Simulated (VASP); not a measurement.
# Al3O2 (R-3m) in VASP: notebook, part 2 of 2

VASP 6.6.1. The steps go on from the part before.

## (3) Single point, PBE

This run uses another cell than the first one, of 14.55 Å³/atom.

INCAR

```
SYSTEM = Al3O2
PREC = Accurate ; ENCUT = 520
EDIFF = 1E-6 ; ISMEAR = 0
SIGMA = 0.1 ; LREAL = .False.
LASPH = .True. ; NELM = 80
ALGO = Normal ; ISIF = 2
LWAVE = .False. ; LCHARG = .True.
GGA = PE ; LELF = .True.
LVHAR = .True. ; NBANDS = 18
```

KPOINTS

```
regular mesh
0
Gamma
  12 12 12
  0 0 0
```

POSCAR

```
Al3O2
1.0
    2.9610006690      1.7095345333      2.3957890482
   -2.9610006690      1.7095345333      2.3957890482
    0.0000000000     -3.4190690666      2.3957890482
Al O
3 2
Direct
    0.0000000000      0.0000000000      0.5000000000
    0.5000000000      0.0000000000      0.0000000000
    0.0000000000      0.5000000000      0.0000000000
    0.7272495101      0.7272495101      0.7272495101
    0.2727504899      0.2727504899      0.2727504899
```

Potentials or basis: VASP PAW PBE potentials, release 64 (Al, O).

Run with:

```
$ cat potpaw_PBE.64/Al/POTCAR potpaw_PBE.64/O/POTCAR > POTCAR
$ mpirun -np 1 vasp_std > vasp.out
```

OUTCAR:

```text
SYSTEM = Al3O2
   PREC = Accurate
   ENCUT = 520
   EDIFF = 1E-6
   ISMEAR = 0
   LREAL = .False.
   LASPH = .True.
   NELM = 80
   ISIF = 2
   GGA = PE

 ion  position               nearest neighbor table
   1  0.000  0.000  0.500-   4 1.87   5 1.87   2 2.94   3 2.94   3 2.94   2 2.94   3 2.96   2 2.96
                             2 2.96   3 2.96
   2  0.500  0.000  0.000-   4 1.87   5 1.87   3 2.94   3 2.94   1 2.94   1 2.94   1 2.96   1 2.96
                             3 2.96   3 2.96
   3  0.000  0.500  0.000-   4 1.87   5 1.87   2 2.94   2 2.94   1 2.94   1 2.94   1 2.96   1 2.96
                             2 2.96   2 2.96
   4  0.727  0.727  0.727-   1 1.87   2 1.87   3 1.87
   5  0.273  0.273  0.273-   1 1.87   2 1.87   3 1.87

  LATTYP: Found a trigonal (rhomboedric) cell.
 ALAT       =     4.1749058008
 COS(alpha) =    -0.0060362853

  Lattice vectors:

 A1 = (   2.9610006690,   1.7095345333,   2.3957890482)
 A2 = (  -2.9610006690,   1.7095345333,   2.3957890482)
 A3 = (   0.0000000000,  -3.4190690666,   2.3957890482)

Analysis of symmetry for initial positions (statically):
=====================================================================
 Subroutine PRICEL returns:
 Original cell was already a primitive cell.

 Routine SETGRP: Setting up the symmetry group for a
 trigonal (rhombohedral) supercell.

 Subroutine GETGRP returns: Found 12 space group operations
 (whereof 12 operations were pure point group operations)
 out of a pool of 12 trial point group operations.

The static configuration has the point symmetry D_3d.

Analysis of symmetry for dynamics (positions and initial velocities):
=====================================================================
 Subroutine PRICEL returns:
 Original cell was already a primitive cell.

 Routine SETGRP: Setting up the symmetry group for a
 trigonal (rhombohedral) supercell.

 Subroutine GETGRP returns: Found 12 space group operations
 (whereof 12 operations were pure point group operations)
[... 131 lines left out ...]
  Thomas-Fermi vector in A             =   2.217899
   LORBIT       =      0    0 simple, 1 ext, 2 COOP (PROOUT), +10 PAW based schemes
   GGA     = PE    functional components
   LHFCALC =     F    Hartree Fock is set to
   AEXX    =    0.0000 exact exchange contribution
   IVDW    =     0    specifies the selected vdW correction
   LEPSILON=     F    determine dielectric tensor
   LRPA    =     F    only Hartree local field effects (RPA)
 non-spin polarized calculation
 Gauss-broadening in eV      SIGMA  =   0.10
  energy-cutoff  :      520.00
  volume of cell :       72.76
 maximum number of plane-waves:      1984
   NGX = 15   NGY = 15   NGZ = 15

 number of electron      20.9999990 magnetization

 Free energy of the ion-electron system (eV)
  ---------------------------------------------------
  ext. energy  EPLUGINS =         0.00000000
  ---------------------------------------------------
  free energy    TOTEN  =       -26.36476460 eV

  energy without entropy =      -26.34242857  energy(sigma->0) =      -26.35359658

 E-fermi :   5.6272     XC(G=0):  -9.7580

 val. band max:        5.6264397282   @ k =  -0.3333   0.3333   0.3333
 cond. band min:       5.6293996050   @ k =  -0.4167   0.4167   0.4167
 fundamental gap:      0.0029598768
 Fermi energy:         5.6272161843

 k-point     1 :       0.0000    0.0000    0.0000
  band No.  band energies     occupation
      1     -14.3766      2.00000
      2     -13.8385      2.00000
      3      -1.0079      2.00000
      4      -1.0079      2.00000
      5      -0.5534      2.00000
      6       0.2819      2.00000
[... 481 lines left out ...]
      5      -0.4132      2.00000
      6      -0.1010      2.00000
[... 10 lines left out ...]
     17      12.7732      0.00000
     18      13.9199      0.00000

 [... further k-points ...]

------------------------ aborting loop because EDIFF is reached ----------------------------------------

  FORCE on cell =-STRESS in cart. coord.  units (eV):
  Direction    XX          YY          ZZ          XY          YZ          ZX
  --------------------------------------------------------------------------------------
  -------------------------------------------------------------------------------------
  Total        0.0382936      0.0382936     -0.0556436      0.0000000     -0.0000000      0.0000000
  in kB        0.8431795      0.8431795     -1.2252075      0.0000000     -0.0000000      0.0000000
  external PRESSURE =       0.1537172 kB  Pullay stress =       0.0000000 kB

 VOLUME and BASIS-vectors are now :
 -----------------------------------------------------------------------------
  energy-cutoff  :      520.00
  volume of cell :       72.76
      direct lattice vectors                 reciprocal lattice vectors
     2.961000669  1.709534533  2.395789048     0.168861833  0.097492425  0.139133007
    -2.961000669  1.709534533  2.395789048    -0.168861833  0.097492425  0.139133007
     0.000000000 -3.419069067  2.395789048     0.000000000 -0.194984849  0.139133007

 POSITION                                       TOTAL-FORCE (eV/Angst)
 -----------------------------------------------------------------------------------
      0.00000     -1.70953      1.19789         0.000000     -0.000000     -0.000000
      1.48050      0.85477      1.19789        -0.000000      0.000000     -0.000000
     -1.48050      0.85477      1.19789         0.000000     -0.000000     -0.000000
      0.00000      0.00000      5.22701         0.000000     -0.000000     -0.006995
      0.00000      0.00000      1.96036         0.000000      0.000000      0.006995
 -----------------------------------------------------------------------------------
    total drift:                                0.000000     -0.000000      0.000000

  FREE ENERGIE OF THE ION-ELECTRON SYSTEM (eV)
  ---------------------------------------------------
  free  energy   TOTEN  =       -26.3647645960 eV

  energy  without entropy=      -26.3424285660  energy(sigma->0) =      -26.35359658
```

OSZICAR:

```text
N       E                     dE             d eps       ncg     rms          rms(c)
DAV:   1     0.784464454468E+02    0.78446E+02   -0.93462E+03  6804   0.983E+02
DAV:   2    -0.231546269964E+02   -0.10160E+03   -0.98089E+02  8878   0.201E+02
DAV:   3    -0.304225849184E+02   -0.72680E+01   -0.72169E+01  8320   0.566E+01
DAV:   4    -0.304830831065E+02   -0.60498E-01   -0.60480E-01  8550   0.583E+00
DAV:   5    -0.304838095970E+02   -0.72649E-03   -0.72647E-03  8364   0.630E-01    0.121E+01
DAV:   6    -0.266676726323E+02    0.38161E+01   -0.20505E+01  7276   0.323E+01    0.583E+00
DAV:   7    -0.264090818811E+02    0.25859E+00   -0.12649E+00  7326   0.841E+00    0.220E+00
DAV:   8    -0.263671886749E+02    0.41893E-01   -0.22511E-01  7558   0.350E+00    0.472E-01
DAV:   9    -0.263645722190E+02    0.26165E-02   -0.18956E-02  8670   0.925E-01    0.289E-01
DAV:  10    -0.263647677100E+02   -0.19549E-03   -0.24032E-03  7520   0.326E-01    0.748E-02
DAV:  11    -0.263647627338E+02    0.49762E-05   -0.23982E-04  7720   0.111E-01    0.278E-02
DAV:  12    -0.263647636861E+02   -0.95237E-06   -0.18045E-05  8174   0.329E-02    0.160E-02
DAV:  13    -0.263647645960E+02   -0.90989E-06   -0.63109E-06  7684   0.172E-02
   1 F= -.26364765E+02 E0= -.26353597E+02  d E =-.223360E-01
```

stdout:

```text
POSCAR found type information on POSCAR AlO
 POSCAR found :  2 types and       5 ions
 scaLAPACK will be used
 LDA part: xc-table for (Slater+PW92), standard interpolation
 POSCAR, INCAR and KPOINTS ok, starting setup
 FFT: planning ... GRIDC
 FFT: planning ... GRID_SOFT
 FFT: planning ... GRID
 WAVECAR not read
 entering main loop
```

Run time: 4.8 min. Hardware: 1 thread of Intel Xeon 8259CL, shared host; peak memory 0.31 GiB.

What came out:

```
Free energy            : -26.3648 eV
Pressure               : 0.0 GPa
Largest force          : 0.007 eV/Å
Band gap on the k mesh : zero (an odd number of electrons rules out a gap without spin polarisation)
```

Forces on the atoms (eV/Å):
```
Al   0.000  0.000  0.000
Al   0.000  0.000  0.000
Al   0.000  0.000  0.000
O    0.000  0.000 -0.007
O    0.000  0.000  0.007
```

Caveat: an odd number of electrons without spin polarisation forces a metal; a magnetic or distorted state may lie lower.

## (4) Relaxation of cell and atoms, PBE

INCAR

```
PREC = Accurate
ENCUT = 600
EDIFF = 1E-6
ISMEAR = 0
SIGMA = 0.1
LREAL = False
LASPH = True
NELM = 60
ALGO = Normal
ISIF = 3
LWAVE = False
LCHARG = False
GGA = PE
IBRION = 2
NSW = 100
EDIFFG = -0.01
```

KPOINTS

```
Automatic mesh
0
Gamma
  12 12 12
```

POSCAR

```
Al3O2
1.0
    2.9501567069      1.7032737689      2.4017203819
   -2.9501567069      1.7032737689      2.4017203819
    0.0000000000     -3.4065475377      2.4017203819
Al O
3 2
Direct
    0.0000000000      0.0000000000      0.5000000000
    0.5000000000      0.0000000000      0.0000000000
    0.0000000000      0.5000000000      0.0000000000
    0.7252968690      0.7252968690      0.7252968690
    0.2747031310      0.2747031310      0.2747031310
```

Run with:

```
$ cat potpaw_PBE.64/Al/POTCAR potpaw_PBE.64/O/POTCAR > POTCAR
$ mpirun -np 1 vasp_std > vasp.out
```

Wall time 23 min (1 thread of Intel Xeon 8259CL, shared host); peak memory 0.36 GiB.

Results (log left out):

- Free energy: -26.3702 eV
- Relaxed volume: 14.49 Å³/atom
- Relaxed cell: a = 4.169 Å, b = 4.169 Å, c = 4.169 Å, α = 90.42°, β = 90.42°, γ = 90.42°
- Space group after relaxing (to 0.1 Å): R-3m (No. 166)
- Energy gained by relaxing: 0.1 meV/atom
- Ionic steps: 7
- Pressure after relaxing: 0.0 GPa
- Largest force after relaxing: 0.005 eV/Å
- Band gap on the k mesh: zero (an odd number of electrons rules out a gap without spin polarisation)

Forces in eV/Å, atoms in the order of the input:
```
Al   0.000  0.000  0.000
Al   0.000  0.000  0.000
Al   0.000  0.000  0.000
O    0.000  0.000  0.005
O    0.000  0.000 -0.005
```

Step by step:
```
step  energy change (eV)  largest force (eV/Å)  pressure (GPa)  volume (Å³)
   1              0.0000                0.0116           -0.06        72.41
   2             -0.0003                0.0097            0.03        72.36
   3             -0.0005                0.0075            0.13        72.28
   4             -0.0005                0.0254           -0.09        72.42
   5             -0.0005                0.0188           -0.04        72.36
   6             -0.0005                0.0145            0.00        72.38
   7             -0.0006                0.0052            0.03        72.46
```

Final structure:
```xyz
5
Lattice="2.9588 1.7083 2.3892 -2.9588 1.7083 2.3892 0.0000 -3.4165 2.3892" Properties=species:S:1:pos:R:3 pbc="T T T"
Al    0.0000   -1.7083    1.1946
Al    1.4794    0.8541    1.1946
Al   -1.4794    0.8541    1.1946
O     0.0000    0.0000    5.2061
O     0.0000    0.0000    1.9616
```

Levels at points of the mesh, in eV from the Fermi level:
| k point | band 8 | band 9 | band 10 | band 11 | band 12 | band 13 | band 14 |
| --- | --- | --- | --- | --- | --- | --- | --- |
| (0.00, 0.00, 0.00) | -4.36 | -4.06 | -1.19 | -1.19 | 4.32 | 4.32 | 5.29 |
| (0.50, 0.00, 0.00) | -4.73 | -1.67 | -1.39 | 0.04 | 1.71 | 4.17 | 4.23 |
| (0.50, 0.50, 0.00) | -4.36 | -1.68 | -1.59 | 0.27 | 0.97 | 4.13 | 4.56 |
| (0.50, 0.50, 0.50) | -5.43 | -0.07 | 0.07 | 0.07 | 1.64 | 1.64 | 2.70 |

Caveat: an odd number of electrons without spin polarisation forces a metal; a magnetic or distorted state may lie lower.

## (5) Overview

| task | spin | cell | k mesh | cutoff (eV) | gap on the mesh (eV) | pressure (GPa) | largest force (eV/Å) |
| --- | --- | --- | --- | --- | --- | --- | --- |
| single point | collinear, ferromagnetic start | a = 4.168 Å, angles 90.1°, 5 atoms, atomic positions A | 6 × 6 × 6 | 520 | none | 0.1 | 0.01 |
| single point | off | a = 4.175 Å, angles 90.3°, 5 atoms, atomic positions B | 12 × 12 × 12 | 520 | none | 0.0 | 0.01 |
| relaxation of cell and atoms | off | relaxed from a = 4.168 Å, angles 90.1°, 5 atoms, atomic positions A | 12 × 12 × 12 | 600 | none | 0.0 | 0.01 |

Alike in all rows: level PBE; potentials or basis VASP PAW PBE potentials, release 64 (Al, O); smearing gaussian 0.1 eV.

Caveats: an odd number of electrons without spin polarisation forces a metal (at least some runs); a magnetic or distorted state may lie lower (at least some runs); a moment this small can come from the mesh or the smearing (at least some runs).

Total energies depend on the potentials used, so only differences within one code and one set of settings carry meaning.

The gap in the log of VASP goes by the Fermi energy; the results here count the filled bands.